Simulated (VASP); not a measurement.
# Lu (Fm-3m) in VASP: further runs

The runs below take Lu through single point, with r2SCAN.

Program: VASP 6.6.1. These are calculated values, not measurements. Logs are shortened: lines on timing, memory, paths and dates and some standing lists are left out, and cuts for length are marked.

## 1. The cell of the first run

The structure is cubic, space group Fm-3m (No. 225). Conventional cell: a = 4.684 Å, b = 4.684 Å, c = 4.684 Å, α = 90.00°, β = 90.00°, γ = 90.00°. Lu (site symmetry m-3m) has 12 Lu at 3.31 Å within 4.4 Å.

This isn't the form of Lu at room conditions, which is hcp.

## 2. Single point, r2SCAN (25.69 Å³/atom)

POSCAR reads:

```
Lu
1.0
    0.0000000000      2.3420738827      2.3420738827
    2.3420738827      0.0000000000      2.3420738827
    2.3420738827      2.3420738827      0.0000000000
Lu
1
Direct
    0.0000000000      0.0000000000      0.0000000000
```

INCAR.step1 reads:

```
SYSTEM = Lu
PREC = Accurate
ENCUT = 660
ISMEAR = -1
SIGMA = 0.1
LREAL = .FALSE.
LASPH = .TRUE.
NELM = 120
NBANDS = 18
GGA = PE
ALGO = Normal
EDIFF = 1E-5
LWAVE = .TRUE.
LCHARG = .FALSE.
GGA_COMPAT = .FALSE.
```

INCAR.step2 reads:

```
SYSTEM = Lu
PREC = Accurate
ENCUT = 660
EDIFF = 1E-6
ISMEAR = -1
SIGMA = 0.1
LREAL = .FALSE.
LASPH = .TRUE.
NELM = 120
ALGO = Normal
ISIF = 2
LWAVE = .FALSE.
LCHARG = .FALSE.
METAGGA = R2SCAN
LMIXTAU = .TRUE.
NBANDS = 18
ISTART = 1
GGA_COMPAT = .FALSE.
```

KPOINTS reads:

```
regular mesh
0
G
  13 13 13
  0 0 0
```

Potentials or basis: VASP PAW PBE potentials, release 64 (Lu).

Launch:

```console
> cat potpaw_PBE.64/Lu/POTCAR > POTCAR
> cp INCAR.step1 INCAR
> mpirun -np 1 vasp_std > vasp.out
> cp INCAR.step2 INCAR
> mpirun -np 1 vasp_std > vasp.out
```

OUTCAR:

```text
SYSTEM = Lu
   PREC = Accurate
   ENCUT = 660
   EDIFF = 1E-6
   ISMEAR = -1
   LREAL = .FALSE.
   LASPH = .TRUE.
   NELM = 120
   ISIF = 2
   METAGGA = R2SCAN
   ISTART = 1

 ion  position               nearest neighbor table
   1  0.000  0.000  0.000-

  LATTYP: Found a face centered cubic cell.
 ALAT       =     4.6841477654

  Lattice vectors:

 A1 = (   0.0000000000,   2.3420738827,   2.3420738827)
 A2 = (   2.3420738827,   0.0000000000,   2.3420738827)
 A3 = (   2.3420738827,   2.3420738827,   0.0000000000)

Analysis of symmetry for initial positions (statically):
=====================================================================
 Subroutine PRICEL returns:
 Original cell was already a primitive cell.

 Routine SETGRP: Setting up the symmetry group for a
 face centered cubic supercell.

 Subroutine GETGRP returns: Found 48 space group operations
 (whereof 48 operations were pure point group operations)
 out of a pool of 48 trial point group operations.

The static configuration has the point symmetry O_h .

Analysis of symmetry for dynamics (positions and initial velocities):
=====================================================================
 Subroutine PRICEL returns:
 Original cell was already a primitive cell.

 Routine SETGRP: Setting up the symmetry group for a
 face centered cubic supercell.

 Subroutine GETGRP returns: Found 48 space group operations
 (whereof 48 operations were pure point group operations)
 out of a pool of 48 trial point group operations.

The dynamic configuration has the point symmetry O_h .

 Subroutine INISYM returns: Found 48 space group operations
 (whereof 48 operations are pure point group operations),
 and found     1 'primitive' translations

----------------------------------------------------------------------------------------

                                     Primitive cell

  volume of cell :      25.6940

  direct lattice vectors                    reciprocal lattice vectors
     0.000000000  2.342073883  2.342073883    -0.213486006  0.213486006  0.213486006
     2.342073883  0.000000000  2.342073883     0.213486006 -0.213486006  0.213486006
     2.342073883  2.342073883  0.000000000     0.213486006  0.213486006 -0.213486006

  length of vectors
     3.312192649  3.312192649  3.312192649     0.369768610  0.369768610  0.369768610

  position of ions in fractional coordinates (direct lattice)
     0.000000000  0.000000000  0.000000000

  ion indices of the primitive-cell ions
   primitive index   ion index
                 1           1

----------------------------------------------------------------------------------------

 KPOINTS: regular mesh

Automatic generation of k-mesh.
 Grid dimensions read from file:
 generate k-points for:   13   13   13

 Generating k-lattice:

  Cartesian coordinates                     Fractional coordinates (reciprocal lattice)
    -0.016422000  0.016422000  0.016422000     0.076923077  0.000000000  0.000000000
     0.016422000 -0.016422000  0.016422000     0.000000000  0.076923077  0.000000000
     0.016422000  0.016422000 -0.016422000     0.000000000  0.000000000  0.076923077

  Length of vectors
     0.028443739  0.028443739  0.028443739

  Shift w.r.t. Gamma in fractional coordinates (k-lattice)
     0.000000000  0.000000000  0.000000000

 Subroutine IBZKPT returns following result:
 ===========================================

 Found     84 irreducible k-points:

 Following reciprocal coordinates:
            Coordinates               Weight
  0.000000  0.000000  0.000000      1.000000
  0.076923  0.000000  0.000000      8.000000
  0.153846  0.000000  0.000000      8.000000
  0.230769  0.000000  0.000000      8.000000
  0.307692  0.000000  0.000000      8.000000
  0.384615  0.000000  0.000000      8.000000
[... 16 lines left out ...]
  0.384615  0.153846  0.000000     24.000000
  0.461538  0.153846  0.000000     24.000000
 [... further k-points ...]
   k-points           NKPTS =     84   k-points in BZ     NKDIM =     84   number of bands    NBANDS=     18
   number of dos      NEDOS =    301   number of ions     NIONS =      1
   total plane-waves  NPLWV =  21952
   dimension x,y,z NGX =    28 NGY =   28 NGZ =   28
   dimension x,y,z NGXF=    56 NGYF=   56 NGZF=   56
   ions per type =               1
   NGX,Y,Z   is equivalent  to a cutoff of  14.05, 14.05, 14.05 a.u.
   NGXF,Y,Z  is equivalent  to a cutoff of  28.11, 28.11, 28.11 a.u.
 SYSTEM =  Lu
   PREC   = accura    normal or accurate (medium, high low for compatibility)
   ISTART =      1    job   : 0-new  1-cont  2-samecut
   ICHARG =      0    charge: 1-file 2-atom 10-const
   ISPIN  =      1    spin polarized calculation?
   LNONCOLLINEAR =      F non collinear calculations
   LSORBIT =      F    spin-orbit coupling
   LASPH  =      T    aspherical Exc in radial PAW
   ENCUT  =  660.0 eV  48.51 Ry    6.96 a.u.   6.94  6.94  6.94*2*pi/ulx,y,z
   NELM   =    120;   NELMIN=  2; NELMDL=  0     # of ELM steps
   EDIFF  = 0.1E-05   stopping-criterion for ELM
   LREAL  =      F    real-space projection
   EDIFFG = 0.1E-04   stopping-criterion for IOM
   NSW    =      0    number of steps for IOM
   IBRION =     -1    ionic relax: 0-MD 1-quasi-New 2-CG
   NFREE  =      0    steps in history (QN), initial steepest desc. (CG)
   ISIF   =      2    stress and relaxation
   ISYM   =      2    0-nonsym 1-usesym 2-fastsym
   POTIM  = 0.5000    time-step for ionic-motion
   TEBEG  =    0.0;   TEEND  =   0.0 temperature during run
   PSTRESS=    0.0 pullay stress
   NELECT =      25.0000    total number of electrons
   NUPDOWN=      -1.0000    fix difference up-down
   EMIN   =  10.00;   EMAX   =-10.00  energy-range for DOS
   EFERMI =   0.00;   METHOD = LEGACY
   ISMEAR =    -1;   SIGMA  =   0.10  broadening in eV -4-tet -1-fermi 0-gaus
   EFERMI_NEDOS =   21; number of points for ismear=-14 and -15
   IALGO  =     38    algorithm
   IMIX   =      4    mixing-type and parameters
     AMIX     =   0.40;   BMIX     =  1.00
     AMIX_MAG =   1.60;   BMIX_MAG =  1.00
  volume/ion in A,a.u.               =      25.69       173.39
  Fermi-wavevector in a.u.,A,eV,Ry     =   1.622224  3.065559 35.805252  2.631612
  Thomas-Fermi vector in A             =   2.715872
   LORBIT       =      0    0 simple, 1 ext, 2 COOP (PROOUT), +10 PAW based schemes
   METAGGA = R2SCAN    functional components
   LHFCALC =     F    Hartree Fock is set to
   AEXX    =    0.0000 exact exchange contribution
   IVDW    =     0    specifies the selected vdW correction
   LEPSILON=     F    determine dielectric tensor
   LRPA    =     F    only Hartree local field effects (RPA)
 non-spin polarized calculation
  energy-cutoff  :      660.00
  volume of cell :       25.69
 maximum number of plane-waves:      1003
   NGX = 13   NGY = 13   NGZ = 13

 number of electron      25.0000003 magnetization

 Free energy of the ion-electron system (eV)
  ---------------------------------------------------
  ext. energy  EPLUGINS =         0.00000000
  ---------------------------------------------------
  free energy    TOTEN  =       -37.95056177 eV

  energy without entropy =      -37.91107691  energy(sigma->0) =      -37.93081934

 E-fermi :   2.7377     XC(G=0): -12.2923

 val. band max:        2.7172871857   @ k =  -0.4615   0.3077   0.1538
 cond. band min:       2.7638643634   @ k =  -0.2308   0.3846   0.1538
 fundamental gap:      0.0465771777
 Fermi energy:         2.7377068459

 k-point     1 :       0.0000    0.0000    0.0000
  band No.  band energies     occupation
      1     -54.9143      2.00000
      2     -24.5835      2.00000
      3     -24.5835      2.00000
      4     -24.5835      2.00000
      5      -3.9382      2.00000
      6      -2.3055      2.00000
[... 10 lines left out ...]
     17       8.2601      0.00000
     18      13.9091      0.00000

 k-point     2 :       0.0769    0.0000    0.0000
  band No.  band energies     occupation
      1     -54.9111      2.00000
      2     -24.6308      2.00000
      3     -24.5893      2.00000
      4     -24.5893      2.00000
      5      -3.7415      2.00000
      6      -2.3011      2.00000
[... 10 lines left out ...]
     17       8.1384      0.00000
     18      14.3739      0.00000

 k-point     3 :       0.1538    0.0000    0.0000
  band No.  band energies     occupation
      1     -54.9021      2.00000
      2     -24.7595      2.00000
      3     -24.6052      2.00000
      4     -24.6052      2.00000
      5      -3.1802      2.00000
      6      -2.2892      2.00000
[... 10 lines left out ...]
     17       7.9379      0.00000
     18      15.1132      0.00000

 k-point     4 :       0.2308    0.0000    0.0000
  band No.  band energies     occupation
      1     -54.8894      2.00000
      2     -24.9361      2.00000
      3     -24.6275      2.00000
      4     -24.6275      2.00000
      5      -2.3470      2.00000
      6      -2.2738      2.00000
[... 10 lines left out ...]
     17       8.0586      0.00000
     18      14.1996      0.00000

 k-point     5 :       0.3077    0.0000    0.0000
  band No.  band energies     occupation
      1     -54.8759      2.00000
      2     -25.1176      2.00000
      3     -24.6511      2.00000
      4     -24.6511      2.00000
      5      -2.2754      2.00000
      6      -2.2185      2.00000
[... 10 lines left out ...]
     17       8.6856      0.00000
     18      13.3275      0.00000

 k-point     6 :       0.3846    0.0000    0.0000
  band No.  band energies     occupation
      1     -54.8647      2.00000
      2     -25.2638      2.00000
      3     -24.6705      2.00000
      4     -24.6705      2.00000
      5      -2.2804      2.00000
      6      -2.2237      2.00000
[... 307 lines left out ...]
 k-point    21 :       0.2308    0.1538    0.0000
  band No.  band energies     occupation
      1     -54.8886      2.00000
      2     -24.8689      2.00000
      3     -24.6717      2.00000
      4     -24.6662      2.00000
      5      -2.3132      2.00000
      6      -2.2674      2.00000
[... 10 lines left out ...]
     17       8.8474      0.00000
     18      16.3392      0.00000

 k-point    22 :       0.3077    0.1538    0.0000
  band No.  band energies     occupation
      1     -54.8766      2.00000
      2     -25.0178      2.00000
      3     -24.6982      2.00000
      4     -24.6949      2.00000
      5      -2.2564      2.00000
      6      -2.2284      2.00000
[... 10 lines left out ...]
     17       9.2823      0.00000
     18      15.2500      0.00000

 k-point    23 :       0.3846    0.1538    0.0000
  band No.  band energies     occupation
      1     -54.8649      2.00000
      2     -25.1580      2.00000
      3     -24.7316      2.00000
      4     -24.7165      2.00000
      5      -2.2591      2.00000
      6      -2.2159      2.00000
[... 10 lines left out ...]
     17       9.9416      0.00000
     18      14.0663      0.00000

 k-point    24 :       0.4615    0.1538    0.0000
  band No.  band energies     occupation
      1     -54.8561      2.00000
      2     -25.2581      2.00000
      3     -24.7689      2.00000
      4     -24.7227      2.00000
      5      -2.2644      2.00000
      6      -2.2302      2.00000
[... 10 lines left out ...]
     17      10.3972      0.00000
     18      12.8291      0.00000

 [... further k-points ...]

------------------------ aborting loop because EDIFF is reached ----------------------------------------

  FORCE on cell =-STRESS in cart. coord.  units (eV):
  Direction    XX          YY          ZZ          XY          YZ          ZX
  --------------------------------------------------------------------------------------
  -------------------------------------------------------------------------------------
  Total        1.0944069      1.0944069      1.0944069     -0.0000000     -0.0000000      0.0000000
  in kB       68.2429238     68.2429238     68.2429238     -0.0000000     -0.0000000      0.0000000
  external PRESSURE =      68.2429238 kB  Pullay stress =       0.0000000 kB

 VOLUME and BASIS-vectors are now :
 -----------------------------------------------------------------------------
  energy-cutoff  :      660.00
  volume of cell :       25.69
      direct lattice vectors                 reciprocal lattice vectors
     0.000000000  2.342073883  2.342073883    -0.213486006  0.213486006  0.213486006
     2.342073883  0.000000000  2.342073883     0.213486006 -0.213486006  0.213486006
     2.342073883  2.342073883  0.000000000     0.213486006  0.213486006 -0.213486006

 POSITION                                       TOTAL-FORCE (eV/Angst)
 -----------------------------------------------------------------------------------
      0.00000      0.00000      0.00000        -0.000000      0.000000      0.000000
 -----------------------------------------------------------------------------------
    total drift:                               -0.000000     -0.000000     -0.000000

  FREE ENERGIE OF THE ION-ELECTRON SYSTEM (eV)
  ---------------------------------------------------
  free  energy   TOTEN  =       -37.9505617743 eV

  energy  without entropy=      -37.9110769088  energy(sigma->0) =      -37.93081934
```

Wall time 97 s (1 thread of Intel Xeon Platinum 8559C (Emerald Rapids), shared host); peak memory 0.22 GiB.

Results:

```yaml
Free_energy: -37.9506 eV
Pressure: 6.8 GPa
Band_gap_on_the_k_mesh: zero (an odd number of electrons rules out a gap without spin polarisation)
```

Caveat: the cell stands under pressure; the PAW data sets were made with another functional, which shifts forces and pressure a little; spin-orbit coupling is left out, which moves the levels of the heavy elements.

## 3. Single point, r2SCAN (26.86 Å³/atom)

This run uses another cell than the first one, of 26.86 Å³/atom.

POSCAR reads:

```
Lu
1.0
    0.0000000000      2.3770353637      2.3770353637
    2.3770353637      0.0000000000      2.3770353637
    2.3770353637      2.3770353637      0.0000000000
Lu
1
Direct
    0.0000000000      0.0000000000      0.0000000000
```

INCAR.step1 reads:

```
PREC     = Accurate       # precision mode
ENCUT    = 660            # plane-wave cutoff, eV
ISMEAR   = -1             # smearing method
SIGMA    = 0.1            # smearing width, eV
LREAL    = False          # projectors in reciprocal space
LASPH    = True           # aspherical terms in the spheres
NELM     = 120            # most SCF steps
NBANDS   = 18             # bands
GGA      = PE             # functional
ALGO     = Normal         # electronic algorithm
EDIFF    = 1E-5           # SCF threshold, eV
LWAVE    = True           # write WAVECAR
LCHARG   = False          # write CHGCAR
GGA_COMPAT= False
```

INCAR.step2 reads:

```
PREC     = Accurate       # precision mode
ENCUT    = 660            # plane-wave cutoff, eV
EDIFF    = 1E-6           # SCF threshold, eV
ISMEAR   = -1             # smearing method
SIGMA    = 0.1            # smearing width, eV
LREAL    = False          # projectors in reciprocal space
LASPH    = True           # aspherical terms in the spheres
NELM     = 120            # most SCF steps
ALGO     = Normal         # electronic algorithm
ISIF     = 2              # what is computed and relaxed
LWAVE    = False          # write WAVECAR
LCHARG   = False          # write CHGCAR
METAGGA  = R2SCAN         # meta-GGA
LMIXTAU  = True         
NBANDS   = 18             # bands
ISTART   = 1            
GGA_COMPAT= False
```

KPOINTS reads:

```
regular mesh
0
Gamma
  13 13 13
```

Potentials or basis: VASP PAW PBE potentials, release 64 (Lu).

Launch:

```console
> cat potpaw_PBE.64/Lu/POTCAR > POTCAR
> cp INCAR.step1 INCAR
> mpirun -np 1 vasp_std > vasp.out
> cp INCAR.step2 INCAR
> mpirun -np 1 vasp_std > vasp.out
```

It took 1.8 min on 1 thread of Intel Xeon Platinum 8559C (Emerald Rapids), shared host; peak memory 0.22 GiB.

The run converged. Its results:

```
Free energy            : -37.9918 eV
Pressure               : 4.2 GPa
Band gap on the k mesh : zero (an odd number of electrons rules out a gap without spin polarisation)
```

Levels at points of the mesh, in eV from the Fermi level:
| k point | band 9 | band 10 | band 11 | band 12 | band 13 | band 14 | band 15 | band 16 |
| --- | --- | --- | --- | --- | --- | --- | --- | --- |
| (0.00, 0.00, 0.00) | -5.03 | -4.93 | -4.93 | -4.93 | 2.60 | 2.60 | 2.60 | 5.35 |

Caveat: the cell stands under pressure; the PAW data sets were made with another functional, which shifts forces and pressure a little; spin-orbit coupling is left out, which moves the levels of the heavy elements.

## 4. Single point, r2SCAN (28.03 Å³/atom)

This run uses another cell than the first one, of 28.03 Å³/atom.

POSCAR reads:

```
Lu
1.0
    0.0000000000      2.4109976002      2.4109976002
    2.4109976002      0.0000000000      2.4109976002
    2.4109976002      2.4109976002      0.0000000000
Lu
1
Direct
    0.0000000000      0.0000000000      0.0000000000
```

INCAR.step1 reads:

```
PREC = Accurate ; ENCUT = 660
ISMEAR = -1 ; SIGMA = 0.1
LREAL = False ; LASPH = True
NELM = 120 ; NBANDS = 18
GGA = PE ; ALGO = Normal
EDIFF = 1E-5 ; LWAVE = True
LCHARG = False ; GGA_COMPAT = False
```

INCAR.step2 reads:

```
PREC = Accurate ; ENCUT = 660
EDIFF = 1E-6 ; ISMEAR = -1
SIGMA = 0.1 ; LREAL = False
LASPH = True ; NELM = 120
ALGO = Normal ; ISIF = 2
LWAVE = False ; LCHARG = False
METAGGA = R2SCAN ; LMIXTAU = True
NBANDS = 18 ; ISTART = 1
GGA_COMPAT = False
```

KPOINTS reads:

```
Automatic mesh
0
Gamma
  13 13 13
```

Launch:

```console
> cat potpaw_PBE.64/Lu/POTCAR > POTCAR
> cp INCAR.step1 INCAR
> mpirun -np 1 vasp_std > vasp.out
> cp INCAR.step2 INCAR
> mpirun -np 1 vasp_std > vasp.out
```

It took 2.3 min on 1 thread of Intel Xeon Platinum 8559C (Emerald Rapids), shared host; peak memory 0.22 GiB.

The run converged. Its results:

- Free energy: -38.0167 eV
- Pressure: 2.2 GPa
- Band gap on the k mesh: zero (an odd number of electrons rules out a gap without spin polarisation)

Levels at points of the mesh, in eV from the Fermi level:
```csv
k point,band 8,band 9,band 10,band 11,band 12,band 13,band 14,band 15,band 16,band 17
"(0.00, 0.00, 0.00)",-5.10,-5.10,-5.01,-5.01,-5.01,2.56,2.56,2.56,5.18,5.18
```

Caveat: the PAW data sets were made with another functional, which shifts forces and pressure a little; spin-orbit coupling is left out, which moves the levels of the heavy elements.

## 5. Overview

```tsv
cell	gap on the mesh (eV)	pressure (GPa)
a = 3.312 Å, angles 60.0°, 1 atom	none	6.8
a = 3.362 Å, angles 60.0°, 1 atom	none	4.2
a = 3.410 Å, angles 60.0°, 1 atom	none	2.2
```

Alike in all rows: task single point; level r2SCAN; potentials or basis VASP PAW PBE potentials, release 64 (Lu); no spin polarisation; k mesh 13 × 13 × 13; cutoff (eV) 660; smearing fermi-dirac 0.1 eV.

Caveats: the PAW data sets were made with another functional, which shifts forces and pressure a little; spin-orbit coupling is left out, which moves the levels of the heavy elements; the cell stands under pressure (at least some runs).

Total energies depend on the potentials used, so only differences within one code and one set of settings carry meaning.

The gap in the log of VASP goes by the Fermi energy; the results here count the filled bands.